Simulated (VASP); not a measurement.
The system is YbH3.

```
Yb H
1.0
     0.00000    2.60497    2.60497
     2.60497    0.00000    2.60497
     2.60497    2.60497    0.00000
Yb H
1 3
Direct
  0.00000 0.00000 0.00000
  0.50000 0.50000 0.50000
  0.25000 0.25000 0.25000
  0.75000 0.75000 0.75000
```

Base run:

- Program: VASP 6.6.1
- Functional: PBE
- Potentials or basis: VASP PAW PBE potentials, release 64 (Yb, H)
- Cutoff: 520 eV
- k mesh: 9 × 9 × 9
- Occupations: fermi-dirac, width 0.05 eV
- Spin: collinear spin, ferromagnetic start
- Starting moments: [1.0, 0.0, 0.0, 0.0] μB
- Hubbard terms: Yb f U = 2.0 eV

Its results: net moment 0.00 μB per cell.

**Question.** The run is repeated on the same cell with these changes: hubbard terms from Yb f U = 2.0 eV to Yb f U = 1.0 eV; further incar settings from ALGO = Normal; EDIFF = 1e-07; NBANDS = 26 to ALGO = Normal; EDIFF = 1e-06. What comes out?

**Answer.** Net moment 0.29 μB per cell; site moments Yb +0.22; H -0.00, +0.00 μB.
